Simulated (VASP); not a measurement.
# Al2Cl3 (R-3c) in VASP: single point with PBE

Aim: the single point of Al2Cl3 with PBE.

Everything below comes from runs of VASP 6.6.1. Logs are shortened: lines on timing, memory, paths and dates and some standing lists are left out, and cuts for length are marked.

**1. The cell of the first run**

It takes space group R-3c (No. 167, trigonal). The conventional cell has a = 6.367 Å, b = 6.367 Å, c = 28.261 Å, α = 90.00°, β = 90.00°, γ = 120.00°. Al (site symmetry 3) has 3 Cl at 2.39 Å within 3.2 Å. Within 3.2 Å of Cl (site symmetry 2) lie 2 Al at 2.39 Å.

**2. Single point, PBE**

INCAR

```
ALGO     = Normal         # electronic algorithm
EDIFF    = 1E-6           # SCF threshold, eV
ENCUT    = 520            # plane-wave cutoff, eV
GGA      = PE             # functional
ISIF     = 2              # what is computed and relaxed
ISMEAR   = 0              # smearing method
LASPH    = True           # aspherical terms in the spheres
LCHARG   = True           # write CHGCAR
LELF     = True           # ELF
LREAL    = False          # projectors in reciprocal space
LVHAR    = True         
LWAVE    = False          # write WAVECAR
NBANDS   = 38             # bands
NELM     = 80             # most SCF steps
PREC     = Accurate       # precision mode
SIGMA    = 0.1            # smearing width, eV
```

KPOINTS

```
k-points
0
Gamma
  6 6 6
```

POSCAR

```
Al2Cl3
1.0
    3.1837416389      1.8381340923      9.4204587149
   -3.1837416389      1.8381340923      9.4204587149
    0.0000000000     -3.6762681845      9.4204587149
Al Cl
4 6
Direct
    0.3732107492      0.3732107492      0.3732107492
    0.1267892508      0.1267892508      0.1267892508
    0.6267892508      0.6267892508      0.6267892508
    0.8732107492      0.8732107492      0.8732107492
    0.6091580650      0.8908419350      0.2500000000
    0.2500000000      0.6091580650      0.8908419350
    0.8908419350      0.2500000000      0.6091580650
    0.3908419350      0.1091580650      0.7500000000
    0.7500000000      0.3908419350      0.1091580650
    0.1091580650      0.7500000000      0.3908419350
```

Potentials or basis: VASP PAW PBE potentials, release 64 (Al, Cl).

Run with:

```sh
> cat potpaw_PBE.64/Al/POTCAR potpaw_PBE.64/Cl/POTCAR > POTCAR
> mpirun -np 1 vasp_std > vasp.out
```

OUTCAR:

```text
EDIFF = 1E-6
   ENCUT = 520
   GGA = PE
   ISIF = 2
   ISMEAR = 0
   LASPH = True
   LREAL = False
   NELM = 80
   PREC = Accurate

 ion  position               nearest neighbor table
   1  0.373  0.373  0.373-  10 2.39   8 2.39   9 2.39
   2  0.127  0.127  0.127-   9 2.39   8 2.39  10 2.39
   3  0.627  0.627  0.627-   7 2.39   5 2.39   6 2.39
   4  0.873  0.873  0.873-   6 2.39   5 2.39   7 2.39
   5  0.609  0.891  0.250-   3 2.39   4 2.39
   6  0.250  0.609  0.891-   4 2.39   3 2.39
   7  0.891  0.250  0.609-   3 2.39   4 2.39
   8  0.391  0.109  0.750-   1 2.39   2 2.39
   9  0.750  0.391  0.109-   2 2.39   1 2.39
  10  0.109  0.750  0.391-   1 2.39   2 2.39

  LATTYP: Found a trigonal (rhomboedric) cell.
 ALAT       =    10.1123681778
 COS(alpha) =     0.8017560767

  Lattice vectors:

 A1 = (   3.1837416389,   1.8381340923,   9.4204587149)
 A2 = (  -3.1837416389,   1.8381340923,   9.4204587149)
 A3 = (   0.0000000000,  -3.6762681845,   9.4204587149)

Analysis of symmetry for initial positions (statically):
=====================================================================
 Subroutine PRICEL returns:
 Original cell was already a primitive cell.

 Routine SETGRP: Setting up the symmetry group for a
 trigonal (rhombohedral) supercell.

 Subroutine GETGRP returns: Found 12 space group operations
 (whereof  6 operations were pure point group operations)
 out of a pool of 12 trial point group operations.

The static configuration has the point symmetry S_6 .
 The point group associated with its full space group is D_3d.

Analysis of symmetry for dynamics (positions and initial velocities):
=====================================================================
 Subroutine PRICEL returns:
 Original cell was already a primitive cell.

 Routine SETGRP: Setting up the symmetry group for a
 trigonal (rhombohedral) supercell.

 Subroutine GETGRP returns: Found 12 space group operations
 (whereof  6 operations were pure point group operations)
 out of a pool of 12 trial point group operations.

The dynamic configuration has the point symmetry S_6 .
 The point group associated with its full space group is D_3d.

 Subroutine INISYM returns: Found 12 space group operations
 (whereof  6 operations are pure point group operations),
 and found     1 'primitive' translations

----------------------------------------------------------------------------------------

                                     Primitive cell

  volume of cell :     330.7793

  direct lattice vectors                    reciprocal lattice vectors
     3.183741639  1.838134092  9.420458715     0.157047919  0.090671658  0.035383981
    -3.183741639  1.838134092  9.420458715    -0.157047919  0.090671658  0.035383981
     0.000000000 -3.676268185  9.420458715     0.000000000 -0.181343317  0.035383981

  length of vectors
    10.112368178 10.112368178 10.112368178     0.184763158  0.184763158  0.184763158

  position of ions in fractional coordinates (direct lattice)
     0.373210749  0.373210749  0.373210749
     0.126789251  0.126789251  0.126789251
     0.626789251  0.626789251  0.626789251
     0.873210749  0.873210749  0.873210749
     0.609158065  0.890841935  0.250000000
     0.250000000  0.609158065  0.890841935
     0.890841935  0.250000000  0.609158065
     0.390841935  0.109158065  0.750000000
     0.750000000  0.390841935  0.109158065
     0.109158065  0.750000000  0.390841935

  ion indices of the primitive-cell ions
   primitive index   ion index
                 1           1
                 2           2
                 3           3
                 4           4
                 5           5
                 6           6
                 7           7
                 8           8
                 9           9
                10          10

----------------------------------------------------------------------------------------

 KPOINTS: k-points

Automatic generation of k-mesh.
 Grid dimensions read from file:
 generate k-points for:    6    6    6

 Generating k-lattice:

  Cartesian coordinates                     Fractional coordinates (reciprocal lattice)
     0.026174653  0.015111943  0.005897330     0.166666667  0.000000000  0.000000000
    -0.026174653  0.015111943  0.005897330     0.000000000  0.166666667  0.000000000
     0.000000000 -0.030223886  0.005897330    -0.000000000 -0.000000000  0.166666667

  Length of vectors
     0.030793860  0.030793860  0.030793860

  Shift w.r.t. Gamma in fractional coordinates (k-lattice)
     0.000000000  0.000000000  0.000000000

 Subroutine IBZKPT returns following result:
 ===========================================

 Found     32 irreducible k-points:

 Following reciprocal coordinates:
            Coordinates               Weight
  0.000000  0.000000  0.000000      1.000000
  0.166667 -0.000000 -0.000000      6.000000
  0.333333 -0.000000 -0.000000      6.000000
  0.500000  0.000000 -0.000000      3.000000
  0.166667  0.166667  0.000000      6.000000
  0.333333  0.166667  0.000000     12.000000
[... 16 lines left out ...]
  0.500000  0.500000  0.166667      6.000000
 -0.333333  0.500000  0.166667     12.000000
 [... further k-points ...]
   k-points           NKPTS =     32   k-points in BZ     NKDIM =     32   number of bands    NBANDS=     38
   number of dos      NEDOS =    301   number of ions     NIONS =     10
   total plane-waves  NPLWV = 512000
   dimension x,y,z NGX =    80 NGY =   80 NGZ =   80
   dimension x,y,z NGXF=   160 NGYF=  160 NGZF=  160
   ions per type =               4   6
   NGX,Y,Z   is equivalent  to a cutoff of  13.15, 13.15, 13.15 a.u.
   NGXF,Y,Z  is equivalent  to a cutoff of  26.30, 26.30, 26.30 a.u.
 SYSTEM =  unknown system
   PREC   = accura    normal or accurate (medium, high low for compatibility)
   ISTART =      0    job   : 0-new  1-cont  2-samecut
   ICHARG =      2    charge: 1-file 2-atom 10-const
   ISPIN  =      1    spin polarized calculation?
   LNONCOLLINEAR =      F non collinear calculations
   LSORBIT =      F    spin-orbit coupling
   LASPH  =      T    aspherical Exc in radial PAW
   ENCUT  =  520.0 eV  38.22 Ry    6.18 a.u.  18.80 18.80 18.80*2*pi/ulx,y,z
   NELM   =     80;   NELMIN=  2; NELMDL= -5     # of ELM steps
   EDIFF  = 0.1E-05   stopping-criterion for ELM
   LREAL  =      F    real-space projection
   EDIFFG = 0.1E-04   stopping-criterion for IOM
   NSW    =      0    number of steps for IOM
   IBRION =     -1    ionic relax: 0-MD 1-quasi-New 2-CG
   NFREE  =      0    steps in history (QN), initial steepest desc. (CG)
   ISIF   =      2    stress and relaxation
   ISYM   =      2    0-nonsym 1-usesym 2-fastsym
   POTIM  = 0.5000    time-step for ionic-motion
   TEBEG  =    0.0;   TEEND  =   0.0 temperature during run
   PSTRESS=    0.0 pullay stress
   NELECT =      54.0000    total number of electrons
   NUPDOWN=      -1.0000    fix difference up-down
   EMIN   =  10.00;   EMAX   =-10.00  energy-range for DOS
   EFERMI =   0.00;   METHOD = LEGACY
   ISMEAR =     0;   SIGMA  =   0.10  broadening in eV -4-tet -1-fermi 0-gaus
   EFERMI_NEDOS =   21; number of points for ismear=-14 and -15
   IALGO  =     38    algorithm
   IMIX   =      4    mixing-type and parameters
     AMIX     =   0.40;   BMIX     =  1.00
     AMIX_MAG =   1.60;   BMIX_MAG =  1.00
  volume/ion in A,a.u.               =      33.08       223.22
  Fermi-wavevector in a.u.,A,eV,Ry     =   0.894733  1.690800 10.892098  0.800547
  Thomas-Fermi vector in A             =   2.016975
   LORBIT       =      0    0 simple, 1 ext, 2 COOP (PROOUT), +10 PAW based schemes
   GGA     = PE    functional components
   LHFCALC =     F    Hartree Fock is set to
   AEXX    =    0.0000 exact exchange contribution
   IVDW    =     0    specifies the selected vdW correction
   LEPSILON=     F    determine dielectric tensor
   LRPA    =     F    only Hartree local field effects (RPA)
 non-spin polarized calculation
 Gauss-broadening in eV      SIGMA  =   0.10
  energy-cutoff  :      520.00
  volume of cell :      330.78
 maximum number of plane-waves:      8939
 NGX is ok and might be reduce to    80
   NGX = 37   NGY = 37   NGZ = 37

 number of electron      54.0000000 magnetization

 Free energy of the ion-electron system (eV)
  ---------------------------------------------------
  ext. energy  EPLUGINS =         0.00000000
  ---------------------------------------------------
  free energy    TOTEN  =       -32.36110221 eV

  energy without entropy =      -32.33832375  energy(sigma->0) =      -32.34971298

 E-fermi :   1.2631     XC(G=0):  -7.1052

 val. band max:        1.2471324742   @ k =  -0.3333   0.1667   0.1667
 cond. band min:       1.2826095558   @ k =   0.3333  -0.0000  -0.0000
 fundamental gap:      0.0354770816
 Fermi energy:         1.2631455745

 k-point     1 :       0.0000    0.0000    0.0000
  band No.  band energies     occupation
      1     -15.1876      2.00000
      2     -15.1630      2.00000
      3     -14.5947      2.00000
      4     -14.5947      2.00000
      5     -14.5944      2.00000
      6     -14.5944      2.00000
[... 30 lines left out ...]
     37       6.1215      0.00000
     38       6.1232      0.00000

 k-point     2 :       0.1667   -0.0000   -0.0000
  band No.  band energies     occupation
      1     -15.1513      2.00000
      2     -15.1283      2.00000
      3     -14.6306      2.00000
      4     -14.6293      2.00000
      5     -14.6033      2.00000
      6     -14.6031      2.00000
[... 30 lines left out ...]
     37       6.3811      0.00000
     38       6.4508      0.00000

 k-point     3 :       0.3333   -0.0000   -0.0000
  band No.  band energies     occupation
      1     -15.0544      2.00000
      2     -15.0369      2.00000
      3     -14.7266      2.00000
      4     -14.7216      2.00000
      5     -14.6201      2.00000
      6     -14.6200      2.00000
[... 30 lines left out ...]
     37       6.3749      0.00000
[... 781 lines left out ...]
 k-point    23 :       0.5000    0.5000    0.1667
  band No.  band energies     occupation
      1     -15.0489      2.00000
      2     -15.0424      2.00000
      3     -14.7276      2.00000
      4     -14.7206      2.00000
      5     -14.6227      2.00000
      6     -14.6174      2.00000
[... 30 lines left out ...]
     37       6.0332      0.00000
     38       6.3470      0.00000

 k-point    24 :      -0.3333    0.5000    0.1667
  band No.  band energies     occupation
      1     -14.9715      2.00000
      2     -14.9684      2.00000
      3     -14.7936      2.00000
      4     -14.7880      2.00000
      5     -14.6397      2.00000
      6     -14.6358      2.00000
[... 30 lines left out ...]
     37       6.0394      0.00000
     38       6.2717      0.00000

 [... further k-points ...]
[... 5 lines left out ...]
  --------------------------------------------------------------------------------------
  -------------------------------------------------------------------------------------
  Total       -0.1600834     -0.1600834     -0.0675258     -0.0000000     -0.0000000      0.0000000
  in kB       -0.7753871     -0.7753871     -0.3270711     -0.0000000     -0.0000000      0.0000000
  external PRESSURE =      -0.6259484 kB  Pullay stress =       0.0000000 kB

 VOLUME and BASIS-vectors are now :
 -----------------------------------------------------------------------------
  energy-cutoff  :      520.00
  volume of cell :      330.78
      direct lattice vectors                 reciprocal lattice vectors
     3.183741639  1.838134092  9.420458715     0.157047919  0.090671658  0.035383981
    -3.183741639  1.838134092  9.420458715    -0.157047919  0.090671658  0.035383981
     0.000000000 -3.676268185  9.420458715     0.000000000 -0.181343317  0.035383981

 POSITION                                       TOTAL-FORCE (eV/Angst)
 -----------------------------------------------------------------------------------
      0.00000      0.00000     10.54745         0.000000      0.000000      0.014017
      0.00000      0.00000      3.58324         0.000000     -0.000000     -0.014017
      0.00000      0.00000     17.71393         0.000000     -0.000000     -0.014017
      0.00000      0.00000     24.67814         0.000000      0.000000      0.014017
     -0.89681      1.83813     16.48580         0.006356      0.000000     -0.000000
     -1.14347     -1.69573     16.48580        -0.003178      0.005504     -0.000000
      2.04028     -0.14241     16.48580        -0.003178     -0.005504     -0.000000
      0.89681     -1.83813     11.77557        -0.006356      0.000000     -0.000000
      1.14347      1.69573     11.77557         0.003178     -0.005504     -0.000000
     -2.04028      0.14241     11.77557         0.003178      0.005504     -0.000000
 -----------------------------------------------------------------------------------
    total drift:                                0.000000     -0.000000      0.000000

  FREE ENERGIE OF THE ION-ELECTRON SYSTEM (eV)
  ---------------------------------------------------
  free  energy   TOTEN  =       -32.3611022086 eV

  energy  without entropy=      -32.3383237544  energy(sigma->0) =      -32.34971298
```

It took 12 min on 1 thread of AMD EPYC 9R45 (Zen 5), shared host; peak memory 1.1 GiB.

Results:

- Free energy: -32.3611 eV
- Pressure: -0.1 GPa
- Largest force: 0.014 eV/Å
- Band gap on the k mesh: zero (band 27 reaches 1.93 eV, above the bottom of band 28 at 0.81 eV)

Forces in eV/Å, atoms in the order of the input:
```
Al   0.000  0.000  0.014
Al   0.000  0.000 -0.014
Al   0.000  0.000 -0.014
Al   0.000  0.000  0.014
Cl   0.006  0.000  0.000
Cl  -0.003  0.006  0.000
Cl  -0.003 -0.006  0.000
Cl  -0.006  0.000  0.000
Cl   0.003 -0.006  0.000
Cl   0.003  0.006  0.000
```

Levels at points of the mesh, in eV from the Fermi level:
```
           k point  band 24  band 25  band 26  band 27  band 28  band 29  band 30  band 31
(0.00, 0.00, 0.00)    -3.08    -2.18    -0.48     0.39     0.69     2.28     2.28     3.25
(0.50, 0.00, 0.00)    -3.30    -0.84    -0.84    -0.17    -0.17     2.93     2.93     3.10
(0.50, 0.50, 0.00)    -3.31    -0.88    -0.62    -0.53     0.14     2.26     2.85     3.11
(0.50, 0.50, 0.50)    -3.09    -1.42    -1.42     0.67     0.67     2.80     2.80     2.80
```
